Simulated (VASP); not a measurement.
# Hf2Br (P6/mmm) in VASP: notebook, part 2 of 2

VASP 6.6.1.

**3. Relaxation of cell and atoms, PBE**

This run uses another cell than the first one, of 21.50 Å³/atom, 0.895 times its volume.

File INCAR:

```
  PREC = Accurate
  ENCUT = 600
  EDIFF = 1E-7
  ISMEAR = 0
  SIGMA = 0.1
  LREAL = False
  LASPH = True
  NELM = 80
  ALGO = Normal
  ISIF = 3
  LWAVE = False
  LCHARG = False
  GGA = PE
  IBRION = 2
  NSW = 90
  EDIFFG = -0.04
```

File KPOINTS:

```
Automatic mesh
0
Gamma
  6 6 4
```

File POSCAR:

```
Hf2Br
1.0
    4.1009840064      0.0000000000      0.0000000000
   -2.0504920032      3.5515563301      0.0000000000
    0.0000000000      0.0000000000      4.4279727644
Hf Br
2 1
Direct
    0.3333333333      0.6666666667      0.5000000000
    0.6666666667      0.3333333333      0.5000000000
    0.0000000000      0.0000000000      0.0000000000
```

Potentials or basis: VASP PAW PBE potentials, release 64 (Hf_pv, Br).

Command:

```sh
$ cat potpaw_PBE.64/Hf_pv/POTCAR potpaw_PBE.64/Br/POTCAR > POTCAR
$ mpirun -np 1 vasp_std > vasp.out
```

Run time: 8.3 min. Hardware: 1 thread of Oxide Virtual Turin-like, shared host; peak memory 0.2 GiB.

It converged, with:

- Free energy: -19.2489 eV
- Relaxed volume: 23.87 Å³/atom
- Relaxed cell: a = 5.193 Å, b = 5.193 Å, c = 3.066 Å, α = 90.00°, β = 90.00°, γ = 120.00°
- Space group after relaxing (to 0.05 Å): P6/mmm (No. 191)
- Energy gained by relaxing: 1540.0 meV/atom
- Ionic steps: 14
- Pressure after relaxing: 0.1 GPa

Stress tensor (GPa, compression positive):
```
0.02 0.00 0.00
0.00 0.02 0.00
0.00 0.00 0.14
```

Step by step:
| step | energy change (eV) | largest force (eV/Å) | pressure (GPa) | volume (Å³) |
| --- | --- | --- | --- | --- |
| 1 | 0.0000 | 0.0000 | 23.93 | 64.49 |
| 2 | -2.7743 | 0.0000 | -4.88 | 97.72 |
| 3 | -2.7941 | 0.0000 | -3.36 | 93.73 |
| 4 | -3.4282 | 0.0000 | -4.63 | 87.69 |
| 5 | -4.4324 | 0.0000 | -4.08 | 77.49 |
| 6 | 3.6367 | 0.0000 | 82.82 | 53.06 |
| 7 | -4.4943 | 0.0000 | -3.64 | 76.49 |
| 8 | -4.5205 | 0.0000 | 2.11 | 70.23 |
| 9 | -4.6002 | 0.0000 | -1.95 | 73.97 |
| 10 | -4.6162 | 0.0000 | -0.69 | 72.61 |
| 11 | -4.6148 | 0.0000 | -1.15 | 73.09 |
| 12 | -4.6178 | 0.0000 | 0.51 | 70.98 |
| 13 | -4.6195 | 0.0000 | -0.14 | 71.77 |
| 14 | -4.6200 | 0.0000 | 0.06 | 71.61 |

Final structure:
```yaml
crystal:
  lattice:
    - [5.19284, 0.00000, 0.00000]
    - [-2.59642, 4.49713, 0.00000]
    - [0.00000, 0.00000, 3.06627]
  atoms:
    - { symbol: Hf, position: [0.33333, 0.66667, 0.50000] }
    - { symbol: Hf, position: [0.66667, 0.33333, 0.50000] }
    - { symbol: Br, position: [0.00000, 0.00000, 0.00000] }
```

Levels at points of the mesh, in eV from the Fermi level:
```csv
k point,band 10,band 11,band 12,band 13,band 14,band 15,band 16,band 17
"(0.00, 0.00, 0.00)",-4.63,-1.30,-1.21,-1.03,0.02,0.02,2.99,3.13
"(0.50, 0.00, 0.00)",-3.11,-1.45,-1.42,-0.56,-0.36,0.43,1.33,2.47
"(0.00, 0.00, 0.50)",-4.24,-1.59,-1.59,-0.33,0.57,0.57,0.89,1.58
"(0.50, 0.00, 0.50)",-4.60,-1.47,-1.12,-0.27,0.25,0.32,1.32,1.93
```

Caveat: spin-orbit coupling is left out, which moves the levels of the heavy elements; an odd number of electrons without spin polarisation forces a metal; a magnetic or distorted state may lie lower.

**4. Single point, PBE**

This run uses another cell than the first one, of 23.89 Å³/atom, 0.994 times its volume.

File INCAR:

```
SYSTEM = Hf2Br
PREC = Accurate ; ENCUT = 520
EDIFF = 1E-6 ; ISMEAR = 0
SIGMA = 0.1 ; LREAL = .False.
LASPH = .True. ; NELM = 60
ALGO = Normal ; ISIF = 2
LWAVE = .False. ; LCHARG = .False.
GGA = PE ; NBANDS = 20
```

File KPOINTS:

```
Automatic mesh
0
Gamma
  12 12 16
  0 0 0
```

File POSCAR:

```
Hf2Br
1.0
    5.1905054023      0.0000000000      0.0000000000
   -2.5952527012      4.4951095369      0.0000000000
    0.0000000000      0.0000000000      3.0720747370
Hf Br
2 1
Direct
    0.3333333333      0.6666666667      0.5000000000
    0.6666666667      0.3333333333      0.5000000000
    0.0000000000      0.0000000000      0.0000000000
```

Potentials or basis: VASP PAW PBE potentials, release 64 (Hf_pv, Br).

Command:

```sh
$ cat potpaw_PBE.64/Hf_pv/POTCAR potpaw_PBE.64/Br/POTCAR > POTCAR
$ mpirun -np 1 vasp_std > vasp.out
```

OUTCAR:

```text
SYSTEM = Hf2Br
   PREC = Accurate
   ENCUT = 520
   EDIFF = 1E-6
   ISMEAR = 0
   LREAL = .False.
   LASPH = .True.
   NELM = 60
   ISIF = 2
   GGA = PE

 ion  position               nearest neighbor table
   1  0.333  0.667  0.500-   2 3.00   2 3.00   2 3.00
   2  0.667  0.333  0.500-   1 3.00   1 3.00   1 3.00
   3  0.000  0.000  0.000-

  LATTYP: Found a hexagonal cell.
 ALAT       =     5.1905054023
 C/A-ratio  =     0.5918642789

  Lattice vectors:

 A1 = (   5.1905054023,   0.0000000000,   0.0000000000)
[... 194 lines left out ...]
      6     -25.8418      2.00000
[... 541 lines left out ...]
     19       7.8580      0.00000
     20       9.1038      0.00000

 [... further k-points ...]
[... 5 lines left out ...]
  --------------------------------------------------------------------------------------
  -------------------------------------------------------------------------------------
  Total       -0.1533421     -0.1533421     -0.1053207      0.0000000     -0.0000000      0.0000000
  in kB       -3.4276009     -3.4276009     -2.3541969      0.0000000     -0.0000000      0.0000000
  external PRESSURE =      -3.0697996 kB  Pullay stress =       0.0000000 kB

 VOLUME and BASIS-vectors are now :
 -----------------------------------------------------------------------------
  energy-cutoff  :      520.00
  volume of cell :       71.68
      direct lattice vectors                 reciprocal lattice vectors
     5.190505402  0.000000000  0.000000000     0.192659466  0.111231995  0.000000000
    -2.595252701  4.495109537  0.000000000     0.000000000  0.222463989  0.000000000
     0.000000000  0.000000000  3.072074737     0.000000000  0.000000000  0.325512914

 POSITION                                       TOTAL-FORCE (eV/Angst)
 -----------------------------------------------------------------------------------
     -0.00000      2.99674      1.53604         0.000000      0.000000      0.000000
      2.59525      1.49837      1.53604        -0.000000     -0.000000      0.000000
      0.00000      0.00000      0.00000        -0.000000     -0.000000      0.000000
 -----------------------------------------------------------------------------------
    total drift:                                0.000000     -0.000000      0.000000

  FREE ENERGIE OF THE ION-ELECTRON SYSTEM (eV)
  ---------------------------------------------------
  free  energy   TOTEN  =       -19.2868197031 eV

  energy  without entropy=      -19.2600091627  energy(sigma->0) =      -19.27341443
```

OSZICAR:

```text
N       E                     dE             d eps       ncg     rms          rms(c)
DAV:   1     0.953573609479E+02    0.95357E+02   -0.14162E+04  6864   0.122E+03
DAV:   2    -0.139328214128E+02   -0.10929E+03   -0.10561E+03  8324   0.275E+02
DAV:   3    -0.196327432794E+02   -0.56999E+01   -0.55221E+01  9200   0.402E+01
DAV:   4    -0.197299220381E+02   -0.97179E-01   -0.96431E-01  8740   0.549E+00
DAV:   5    -0.197315572690E+02   -0.16352E-02   -0.16333E-02  8976   0.601E-01    0.405E+01
DAV:   6    -0.193859498686E+02    0.34561E+00   -0.49203E-01  7684   0.362E+00    0.241E+01
DAV:   7    -0.192941237413E+02    0.91826E-01   -0.55325E-01  7592   0.408E+00    0.138E+00
DAV:   8    -0.192873988016E+02    0.67249E-02   -0.28744E-02  7908   0.943E-01    0.518E-01
DAV:   9    -0.192868115485E+02    0.58725E-03   -0.42105E-03  8544   0.370E-01    0.214E-01
DAV:  10    -0.192868082880E+02    0.32605E-05   -0.75970E-05  9080   0.535E-02    0.625E-02
DAV:  11    -0.192868206662E+02   -0.12378E-04   -0.11706E-05  8408   0.234E-02    0.312E-02
DAV:  12    -0.192868195979E+02    0.10683E-05   -0.13090E-06  5748   0.698E-03    0.195E-03
DAV:  13    -0.192868197031E+02   -0.10518E-06   -0.21167E-07  4908   0.324E-03
   1 F= -.19286820E+02 E0= -.19273414E+02  d E =-.268105E-01
```

stdout:

```text
POSCAR found type information on POSCAR HfBr
 POSCAR found :  2 types and       3 ions
 scaLAPACK will be used
 LDA part: xc-table for (Slater+PW92), standard interpolation
 POSCAR, INCAR and KPOINTS ok, starting setup
 FFT: planning ... GRIDC
 FFT: planning ... GRID_SOFT
 FFT: planning ... GRID
 WAVECAR not read
 entering main loop
```

Run time: 3 min. Hardware: 1 thread of Oxide Virtual Turin-like, shared host; peak memory 0.33 GiB.

Results:

```yaml
Free_energy: -19.2868 eV
Pressure: -0.3 GPa
```

Caveat: spin-orbit coupling is left out, which moves the levels of the heavy elements; an odd number of electrons without spin polarisation forces a metal; a magnetic or distorted state may lie lower.

**5. Relaxation of cell and atoms, PBE**

File INCAR:

```
SYSTEM = Hf2Br
PREC = Accurate ; ENCUT = 600
EDIFF = 1E-6 ; ISMEAR = 0
SIGMA = 0.1 ; LREAL = .False.
LASPH = .True. ; NELM = 60
ALGO = Normal ; ISIF = 3
LWAVE = .False. ; LCHARG = .False.
GGA = PE ; IBRION = 2
NSW = 100 ; EDIFFG = -0.01
```

KPOINTS is that of step 4.

File POSCAR:

```
Hf2Br
1.0
    5.1878852100      0.0000000000      0.0000000000
   -2.5939426050      4.4928403838      0.0000000000
    0.0000000000      0.0000000000      3.0900247442
Hf Br
2 1
Direct
    0.3333333333      0.6666666667      0.5000000000
    0.6666666667      0.3333333333      0.5000000000
    0.0000000000      0.0000000000      0.0000000000
```

Command:

```sh
$ cat potpaw_PBE.64/Hf_pv/POTCAR potpaw_PBE.64/Br/POTCAR > POTCAR
$ mpirun -np 1 vasp_std > vasp.out
```

Wall time 9.9 min (1 thread of Oxide Virtual Turin-like, shared host); peak memory 0.38 GiB.

The run converged. Its results:

* Free energy: -19.2874 eV
* Relaxed volume: 23.75 Å³/atom
* Relaxed cell: a = 5.176 Å, b = 5.176 Å, c = 3.071 Å, α = 90.00°, β = 90.00°, γ = 120.00°
* Space group after relaxing (to 0.05 Å): P6/mmm (No. 191)
* Energy gained by relaxing: 0.7 meV/atom
* Ionic steps: 3
* Pressure after relaxing: 0.0 GPa

Stress tensor (GPa, compression positive):
```
 0.06  0.00  0.00
 0.00  0.06  0.00
 0.00  0.00 -0.04
```

The path:
```tsv
step	energy change (eV)	largest force (eV/Å)	pressure (GPa)	volume (Å³)
1	0.0000	0.0000	-0.65	72.02
2	-0.0018	0.0000	0.24	71.02
3	-0.0020	0.0000	0.03	71.25
```

Final structure:
```yaml
crystal:
  lattice:
    - [5.17587, 0.00000, 0.00000]
    - [-2.58793, 4.48243, 0.00000]
    - [0.00000, 0.00000, 3.07117]
  atoms:
    - { symbol: Hf, position: [0.33333, 0.66667, 0.50000] }
    - { symbol: Hf, position: [0.66667, 0.33333, 0.50000] }
    - { symbol: Br, position: [0.00000, 0.00000, 0.00000] }
```

Levels at points of the mesh, in eV from the Fermi level:
| k point | band 10 | band 11 | band 12 | band 13 | band 14 | band 15 | band 16 | band 17 |
| --- | --- | --- | --- | --- | --- | --- | --- | --- |
| (0.00, 0.00, 0.00) | -4.59 | -1.35 | -1.11 | -1.00 | 0.05 | 0.05 | 3.00 | 3.00 |
| (0.50, 0.00, 0.00) | -3.07 | -1.48 | -1.37 | -0.52 | -0.36 | 0.45 | 1.37 | 2.50 |
| (0.00, 0.00, 0.50) | -4.27 | -1.57 | -1.57 | -0.32 | 0.55 | 0.55 | 0.92 | 1.59 |
| (0.50, 0.00, 0.50) | -4.63 | -1.49 | -1.09 | -0.28 | 0.29 | 0.30 | 1.38 | 2.00 |

Caveat: spin-orbit coupling is left out, which moves the levels of the heavy elements; an odd number of electrons without spin polarisation forces a metal; a magnetic or distorted state may lie lower.

**6. Overview**

| task | cell | k mesh | cutoff (eV) | gap on the mesh (eV) | pressure (GPa) | relaxed volume (Å³/atom) |
| --- | --- | --- | --- | --- | --- | --- |
| single point | a = 5.206, b = 5.206, c = 3.072 Å, angles 90.0, 90.0, 120.0°, 3 atoms | 6 × 6 × 4 | 520 | none | -0.3 | - |
| relaxation of cell and atoms | relaxed from a = 4.101, b = 4.101, c = 4.428 Å, angles 90.0, 90.0, 120.0°, 3 atoms | 6 × 6 × 4 | 600 | none | 0.1 | 23.87 |
| single point | a = 5.191, b = 5.191, c = 3.072 Å, angles 90.0, 90.0, 120.0°, 3 atoms | 12 × 12 × 16 | 520 | none | -0.3 | - |
| relaxation of cell and atoms | relaxed from a = 5.188, b = 5.188, c = 3.090 Å, angles 90.0, 90.0, 120.0°, 3 atoms | 12 × 12 × 16 | 600 | none | 0.0 | 23.75 |

Alike in all rows: level PBE; potentials or basis VASP PAW PBE potentials, release 64 (Hf_pv, Br); no spin polarisation; smearing gaussian 0.1 eV.

Caveats: some runs use coarse meshes; spin-orbit coupling is left out, which moves the levels of the heavy elements; an odd number of electrons without spin polarisation forces a metal; a magnetic or distorted state may lie lower.

Absolute energies hang on the potentials; compare differences alone.
